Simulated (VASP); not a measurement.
Crystal: Mo3Ru.

```
CELL_PARAMETERS angstrom
0.00000 3.22911 3.22911
3.22911 0.00000 3.22911
3.22911 3.22911 0.00000
ATOMIC_POSITIONS crystal
Mo 0.75000 0.75000 0.75000
Mo 0.25000 0.25000 0.25000
Mo 0.00000 0.00000 0.00000
Ru 0.50000 0.50000 0.50000
```

- Program: VASP 6.6.1
- Task: relaxation of cell and atoms
- Functional: PBE
- Potentials or basis: VASP PAW PBE potentials, release 64 (Mo_sv, Ru_pv)
- Cutoff: 600 eV
- k mesh: 6 × 6 × 6
- Occupations: gaussian, width 0.1 eV
- Spin: no spin polarisation

At the start: pressure -19.3 GPa; volume 16.84 Å³/atom.

**Question.** How do energy, volume and symmetry change on relaxing?

**Answer.** Over 5 steps the energy falls by 93.7 meV/atom and the volume is 15.40 Å³/atom (-8.6 %); space group Fm-3m (No. 225, to 0.05 Å).

The path:
```tsv
step	energy change (eV)	largest force (eV/Å)	pressure (GPa)	volume (Å³)
1	0.0000	0.0000	-19.32	67.34
2	2.4917	0.0000	92.08	49.43
3	-0.3725	0.0000	-1.72	62.01
4	-0.3746	0.0000	-0.48	61.70
5	-0.3747	0.0000	0.07	61.58
```

Final structure:
```xyz
4
Lattice="0.0000 3.1343 3.1343 3.1343 0.0000 3.1343 3.1343 3.1343 0.0000" Properties=species:S:1:pos:R:3 pbc="T T T"
Mo    4.7015    4.7015    4.7015
Mo    1.5672    1.5672    1.5672
Mo    0.0000    0.0000    0.0000
Ru    3.1343    3.1343    3.1343
```
